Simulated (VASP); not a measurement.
# Cl (Cmce) in VASP: electric field gradients with r2SCAN

Aim: the electric field gradients of Cl with r2SCAN.

Program: VASP 6.6.1. These are calculated values, not measurements. Logs are shortened: lines on timing, memory, paths and dates and some standing lists are left out, and cuts for length are marked.

**1. The cell of the first run**

The structure is orthorhombic, space group Cmce (No. 64). Conventional cell: a = 6.528 Å, b = 4.115 Å, c = 8.402 Å, α = 90.00°, β = 90.00°, γ = 90.00°. Cl (site symmetry m) has 1 Cl at 2.00 Å within 2.6 Å.

**2. Electric field gradients, r2SCAN**

Contents of POSCAR:

```
Cl
1.0
    3.2642055900     -2.0574717550      0.0000000000
    3.2642055900      2.0574717550      0.0000000000
    0.0000000000      0.0000000000      8.4023954700
Cl
4
Direct
    0.8854753100      0.1145246900      0.6047529900
    0.1145246900      0.8854753100      0.3952470100
    0.6145246900      0.3854753100      0.1047529900
    0.3854753100      0.6145246900      0.8952470100
```

Contents of INCAR.step1:

```
PREC     = Accurate       # precision mode
ENCUT    = 520            # plane-wave cutoff, eV
ISMEAR   = -1             # smearing method
SIGMA    = 0.03           # smearing width, eV
LREAL    = False          # projectors in reciprocal space
LASPH    = True           # aspherical terms in the spheres
NELM     = 100            # most SCF steps
NBANDS   = 22             # bands
GGA      = PE             # functional
ALGO     = Normal         # electronic algorithm
EDIFF    = 1E-4           # SCF threshold, eV
LWAVE    = True           # write WAVECAR
LCHARG   = False          # write CHGCAR
```

Contents of INCAR.step2:

```
PREC     = Accurate       # precision mode
ENCUT    = 520            # plane-wave cutoff, eV
EDIFF    = 1E-8           # SCF threshold, eV
ISMEAR   = -1             # smearing method
SIGMA    = 0.03           # smearing width, eV
LREAL    = False          # projectors in reciprocal space
LASPH    = True           # aspherical terms in the spheres
NELM     = 100            # most SCF steps
ALGO     = Normal         # electronic algorithm
ISIF     = 2              # what is computed and relaxed
LWAVE    = False          # write WAVECAR
LCHARG   = False          # write CHGCAR
METAGGA  = R2SCAN         # meta-GGA
LMIXTAU  = True         
LEFG     = True         
NBANDS   = 22             # bands
ISTART   = 1
```

Contents of KPOINTS:

```
Automatic mesh
0
Gamma
  7 7 3
```

Potentials or basis: VASP PAW PBE potentials, release 64 (Cl).

Command:

```console
$ cat potpaw_PBE.64/Cl/POTCAR > POTCAR
$ cp INCAR.step1 INCAR
$ mpirun -np 1 vasp_std > vasp.out
$ cp INCAR.step2 INCAR
$ mpirun -np 1 vasp_std > vasp.out
```

OUTCAR:

```text
PREC = Accurate
   ENCUT = 520
   EDIFF = 1E-8
   ISMEAR = -1
   LREAL = False
   LASPH = True
   NELM = 100
   ISIF = 2
   METAGGA = R2SCAN
   ISTART = 1

 ion  position               nearest neighbor table
   1  0.885  0.115  0.605-   2 2.00
   2  0.115  0.885  0.395-   1 2.00
   3  0.615  0.385  0.105-   4 2.00
   4  0.385  0.615  0.895-   3 2.00

  LATTYP: Found a base centered orthorhombic cell.
 ALAT       =     4.1149435100
 B/A-ratio  =     1.5865129531
 C/A-ratio  =     2.0419224346

  Lattice vectors:

 A1 = (  -3.2642055900,  -2.0574717550,   0.0000000000)
 A2 = (   3.2642055900,  -2.0574717550,   0.0000000000)
 A3 = (   0.0000000000,   0.0000000000,   8.4023954700)

Analysis of symmetry for initial positions (statically):
=====================================================================
 Subroutine PRICEL returns:
 Original cell was already a primitive cell.

 Routine SETGRP: Setting up the symmetry group for a
 base centered orthorhombic supercell.

 Subroutine GETGRP returns: Found  8 space group operations
 (whereof  4 operations were pure point group operations)
 out of a pool of  8 trial point group operations.

The static configuration has the point symmetry C_2h.
 The point group associated with its full space group is D_2h.

Analysis of symmetry for dynamics (positions and initial velocities):
=====================================================================
 Subroutine PRICEL returns:
 Original cell was already a primitive cell.

 Routine SETGRP: Setting up the symmetry group for a
 base centered orthorhombic supercell.

 Subroutine GETGRP returns: Found  8 space group operations
 (whereof  4 operations were pure point group operations)
 out of a pool of  8 trial point group operations.

The dynamic configuration has the point symmetry C_2h.
 The point group associated with its full space group is D_2h.

 Subroutine INISYM returns: Found  8 space group operations
 (whereof  4 operations are pure point group operations),
 and found     1 'primitive' translations

----------------------------------------------------------------------------------------

                                     Primitive cell

  volume of cell :     112.8612

  direct lattice vectors                    reciprocal lattice vectors
     3.264205590 -2.057471755  0.000000000     0.153176626 -0.243016702  0.000000000
     3.264205590  2.057471755  0.000000000     0.153176626  0.243016702  0.000000000
     0.000000000  0.000000000  8.402395470     0.000000000  0.000000000  0.119013679

  length of vectors
     3.858526682  3.858526682  8.402395470     0.287263287  0.287263287  0.119013679

  position of ions in fractional coordinates (direct lattice)
     0.885475310  0.114524690  0.604752990
     0.114524690  0.885475310  0.395247010
     0.614524690  0.385475310  0.104752990
     0.385475310  0.614524690  0.895247010

  ion indices of the primitive-cell ions
   primitive index   ion index
                 1           1
                 2           2
                 3           3
                 4           4

----------------------------------------------------------------------------------------

 KPOINTS: Automatic mesh

Automatic generation of k-mesh.
 Grid dimensions read from file:
 generate k-points for:    7    7    3

 Generating k-lattice:

  Cartesian coordinates                     Fractional coordinates (reciprocal lattice)
     0.021882375 -0.034716672  0.000000000     0.142857143  0.000000000  0.000000000
     0.021882375  0.034716672  0.000000000     0.000000000  0.142857143  0.000000000
     0.000000000  0.000000000  0.039671226     0.000000000  0.000000000  0.333333333

  Length of vectors
     0.041037612  0.041037612  0.039671226

  Shift w.r.t. Gamma in fractional coordinates (k-lattice)
     0.000000000  0.000000000  0.000000000

 Subroutine IBZKPT returns following result:
 ===========================================

 Found     32 irreducible k-points:

 Following reciprocal coordinates:
            Coordinates               Weight
  0.000000  0.000000  0.000000      1.000000
  0.142857  0.000000  0.000000      4.000000
  0.285714  0.000000  0.000000      4.000000
  0.428571  0.000000  0.000000      4.000000
  0.142857  0.142857  0.000000      2.000000
  0.285714  0.142857  0.000000      4.000000
[... 16 lines left out ...]
  0.428571  0.142857  0.333333      8.000000
 -0.428571  0.142857  0.333333      8.000000
 [... further k-points ...]
   k-points           NKPTS =     32   k-points in BZ     NKDIM =     32   number of bands    NBANDS=     22
   number of dos      NEDOS =    301   number of ions     NIONS =      4
   total plane-waves  NPLWV =  57600
   dimension x,y,z NGX =    30 NGY =   30 NGZ =   64
   dimension x,y,z NGXF=    60 NGYF=   60 NGZF=  128
   ions per type =               4
   NGX,Y,Z   is equivalent  to a cutoff of  12.93, 12.93, 12.66 a.u.
   NGXF,Y,Z  is equivalent  to a cutoff of  25.85, 25.85, 25.33 a.u.
 SYSTEM =  unknown system
   PREC   = accura    normal or accurate (medium, high low for compatibility)
   ISTART =      1    job   : 0-new  1-cont  2-samecut
   ICHARG =      0    charge: 1-file 2-atom 10-const
   ISPIN  =      1    spin polarized calculation?
   LNONCOLLINEAR =      F non collinear calculations
   LSORBIT =      F    spin-orbit coupling
   LASPH  =      T    aspherical Exc in radial PAW
   ENCUT  =  520.0 eV  38.22 Ry    6.18 a.u.   7.17  7.17 15.62*2*pi/ulx,y,z
   NELM   =    100;   NELMIN=  2; NELMDL=  0     # of ELM steps
   EDIFF  = 0.1E-07   stopping-criterion for ELM
   LREAL  =      F    real-space projection
   EDIFFG = 0.1E-06   stopping-criterion for IOM
   NSW    =      0    number of steps for IOM
   IBRION =     -1    ionic relax: 0-MD 1-quasi-New 2-CG
   NFREE  =      0    steps in history (QN), initial steepest desc. (CG)
   ISIF   =      2    stress and relaxation
   ISYM   =      2    0-nonsym 1-usesym 2-fastsym
   POTIM  = 0.5000    time-step for ionic-motion
   TEBEG  =    0.0;   TEEND  =   0.0 temperature during run
   PSTRESS=    0.0 pullay stress
   NELECT =      28.0000    total number of electrons
   NUPDOWN=      -1.0000    fix difference up-down
   EMIN   =  10.00;   EMAX   =-10.00  energy-range for DOS
   EFERMI =   0.00;   METHOD = LEGACY
   ISMEAR =    -1;   SIGMA  =   0.03  broadening in eV -4-tet -1-fermi 0-gaus
   EFERMI_NEDOS =   21; number of points for ismear=-14 and -15
   IALGO  =     38    algorithm
   IMIX   =      4    mixing-type and parameters
     AMIX     =   0.40;   BMIX     =  1.00
     AMIX_MAG =   1.60;   BMIX_MAG =  1.00
  volume/ion in A,a.u.               =      28.22       190.41
  Fermi-wavevector in a.u.,A,eV,Ry     =   1.028678  1.943919 14.397384  1.058178
  Thomas-Fermi vector in A             =   2.162686
   LORBIT       =      0    0 simple, 1 ext, 2 COOP (PROOUT), +10 PAW based schemes
   METAGGA = R2SCAN    functional components
   LHFCALC =     F    Hartree Fock is set to
   AEXX    =    0.0000 exact exchange contribution
   IVDW    =     0    specifies the selected vdW correction
   LEPSILON=     F    determine dielectric tensor
   LRPA    =     F    only Hartree local field effects (RPA)
 non-spin polarized calculation
  energy-cutoff  :      520.00
  volume of cell :      112.86
 maximum number of plane-waves:      3059
 NGX is ok and might be reduce to    30
   NGX = 15   NGY = 15   NGZ = 31

 number of electron      27.9999996 magnetization

 Free energy of the ion-electron system (eV)
  ---------------------------------------------------
  ext. energy  EPLUGINS =         0.00000000
  ---------------------------------------------------
  free energy    TOTEN  =       -24.60266575 eV

  energy without entropy =      -24.60266575  energy(sigma->0) =      -24.60266575

 E-fermi :   0.0302     XC(G=0):  -8.2970

 val. band max:       -0.6586924690   @ k =   0.0000   0.0000   0.0000
 cond. band min:       2.0096343285   @ k =   0.0000   0.0000   0.0000
 fundamental gap:      2.6683267975
 Fermi energy:         0.0302183339

 k-point     1 :       0.0000    0.0000    0.0000
  band No.  band energies     occupation
      1     -18.2824      2.00000
      2     -18.0327      2.00000
      3     -14.0613      2.00000
      4     -13.2959      2.00000
      5      -6.5456      2.00000
      6      -5.2645      2.00000
[... 14 lines left out ...]
     21      10.7878      0.00000
     22      11.0110      0.00000

 k-point     2 :       0.1429    0.0000    0.0000
  band No.  band energies     occupation
      1     -18.2405      2.00000
      2     -18.0135      2.00000
      3     -14.0188      2.00000
      4     -13.3311      2.00000
      5      -6.5200      2.00000
      6      -5.3462      2.00000
[... 14 lines left out ...]
     21      10.2094      0.00000
     22      11.0168      0.00000

 k-point     3 :       0.2857    0.0000    0.0000
  band No.  band energies     occupation
      1     -18.1370      2.00000
      2     -17.9767      2.00000
      3     -13.9047      2.00000
      4     -13.4323      2.00000
      5      -6.4399      2.00000
      6      -5.5984      2.00000
[... 14 lines left out ...]
     21      10.5523      0.00000
     22      10.9673      0.00000
[... 476 lines left out ...]
 k-point    23 :       0.4286    0.1429    0.3333
  band No.  band energies     occupation
      1     -18.0452      2.00000
      2     -17.9758      2.00000
      3     -13.7390      2.00000
      4     -13.5380      2.00000
      5      -6.1693      2.00000
      6      -5.8110      2.00000
[... 14 lines left out ...]
     21      10.0577      0.00000
     22      10.5184      0.00000

 k-point    24 :      -0.4286    0.1429    0.3333
  band No.  band energies     occupation
      1     -17.9904      2.00000
      2     -17.9729      2.00000
      3     -13.6785      2.00000
      4     -13.6304      2.00000
      5      -6.0607      2.00000
      6      -5.9882      2.00000
[... 14 lines left out ...]
     21      10.5999      0.00000
     22      11.1082      0.00000

 [... further k-points ...]
[... 5 lines left out ...]
  --------------------------------------------------------------------------------------
  -------------------------------------------------------------------------------------
  Total       -0.0544690     -0.0769767     -0.1223351      0.0000000      0.0000000      0.0000000
  in kB       -0.7732417     -1.0927620     -1.7366692      0.0000000      0.0000000      0.0000000
  external PRESSURE =      -1.2008909 kB  Pullay stress =       0.0000000 kB

 VOLUME and BASIS-vectors are now :
 -----------------------------------------------------------------------------
  energy-cutoff  :      520.00
  volume of cell :      112.86
      direct lattice vectors                 reciprocal lattice vectors
     3.264205590 -2.057471755  0.000000000     0.153176626 -0.243016702  0.000000000
     3.264205590  2.057471755  0.000000000     0.153176626  0.243016702  0.000000000
     0.000000000  0.000000000  8.402395470     0.000000000  0.000000000  0.119013679

 POSITION                                       TOTAL-FORCE (eV/Angst)
 -----------------------------------------------------------------------------------
      3.26421     -1.58621      5.08137         0.000000      0.012582      0.015926
      3.26421      1.58621      3.32102         0.000000     -0.012582     -0.015926
      3.26421     -0.47126      0.88018         0.000000     -0.012582      0.015926
      3.26421      0.47126      7.52222         0.000000      0.012582     -0.015926
 -----------------------------------------------------------------------------------
    total drift:                                0.000000     -0.000000      0.000000

  FREE ENERGIE OF THE ION-ELECTRON SYSTEM (eV)
  ---------------------------------------------------
  free  energy   TOTEN  =       -24.6026657501 eV

  energy  without entropy=      -24.6026657501  energy(sigma->0) =      -24.60266575

 Electric field gradients (V/A^2)
---------------------------------------------------------------------
 ion       V_xx      V_yy      V_zz      V_xy      V_xz      V_yz
---------------------------------------------------------------------
   1    -282.816   -79.030   361.846     0.000    -0.000   323.348
   2    -282.816   -79.030   361.846     0.000    -0.000   323.348
   3    -282.816   -79.030   361.846     0.000     0.000  -323.348
   4    -282.816   -79.030   361.846    -0.000    -0.000  -323.348
---------------------------------------------------------------------

 Electric field gradients after diagonalization (V/A^2)
 (convention: |V_zz| > |V_xx| > |V_yy|)
----------------------------------------------------------------------
 ion       V_xx      V_yy      V_zz     asymmetry (V_yy - V_xx)/ V_zz
----------------------------------------------------------------------
   1    -282.816  -249.932   532.748       0.062
   2    -282.816  -249.932   532.748       0.062
   3    -282.816  -249.932   532.748       0.062
   4    -282.816  -249.932   532.748       0.062
----------------------------------------------------------------------

           NMR quadrupolar parameters

 Cq : quadrupolar parameter    Cq=e*Q*V_zz/h
 eta: asymmetry parameters     (V_yy - V_xx)/ V_zz
 Q  : nuclear electric quadrupole moment in mb (millibarn)
----------------------------------------------------------------------
 ion       Cq(MHz)       eta       Q (mb)
----------------------------------------------------------------------
   1       1.288       0.062       1.000
   2       1.288       0.062       1.000
   3       1.288       0.062       1.000
   4       1.288       0.062       1.000
----------------------------------------------------------------------
```

Run time: 7.4 min. Hardware: 1 thread of Oxide Virtual Turin-like, shared host; peak memory 0.22 GiB.

Results:

| Item | Value |
| --- | --- |
| Free energy | -24.6027 eV |
| Pressure | -0.1 GPa |
| Largest force | 0.020 eV/Å |
| Band gap on the k mesh | 2.67 eV, direct |

Forces in eV/Å, atoms in the order of the input:
```
Cl   0.000  0.013  0.016
Cl   0.000 -0.013 -0.016
Cl   0.000 -0.013  0.016
Cl   0.000  0.013 -0.016
```

Stress tensor (GPa, compression positive):
```
-0.08  0.00  0.00
 0.00 -0.11  0.00
 0.00  0.00 -0.17
```

Electric field gradients, principal values (V/Å²):
| atom | least | middle | greatest (by size) |
| --- | --- | --- | --- |
| 1 Cl | -249.932 | -282.816 | 532.748 |
| 2 Cl | -249.932 | -282.816 | 532.748 |
| 3 Cl | -249.932 | -282.816 | 532.748 |
| 4 Cl | -249.932 | -282.816 | 532.748 |

Caveat: without QUAD_EFG the Cq values of the log hold for a quadrupole moment of 1 mb, not for the nuclei; the PAW data sets were made with another functional, which shifts forces and pressure a little. r2SCAN opens gaps a little over a GGA but as a rule still falls short of measured ones.
